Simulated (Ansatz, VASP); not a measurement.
**Two plane-wave programs on Ge**

```
Ge
1.0
     4.02269    0.00000    0.00000
    -2.01134    3.48375    0.00000
     0.00000    0.00000   18.86852
Ge
4
Direct
  0.33333 0.66667 0.27476
  0.66667 0.33333 0.23849
  0.55556 0.44444 0.56011
  0.22222 0.77778 0.52385
```

Alike in both runs: task single point; functional PBE; dispersion D3(BJ); k mesh 9 × 9 × 1; occupations gaussian, width 0.1 eV; no spin polarisation.

|  | VASP | Ansatz |
| --- | --- | --- |
| version | VASP 6.6.1 | Ansatz 0.2.0 |
| potentials or method | VASP PAW PBE potentials, release 64 (Ge_d), cutoff 520 eV | scalar-relativistic, plane waves, PAW |
| valence electrons in the cell | 56 | 56 |

|  | VASP | Ansatz | Ansatz less VASP |
| --- | --- | --- | --- |
| gap on the k mesh at the Fermi level (eV) | 0.13 | 0.13 | 0.000 |
| least direct gap on the mesh (eV) | 0.13 | 0.13 | 0.000 |
| rms of the force components (eV/Å) | 0.034 | 0.034 | -0.0002 |

Atom by atom the forces differ by 0.001 eV/Å (rms over components).
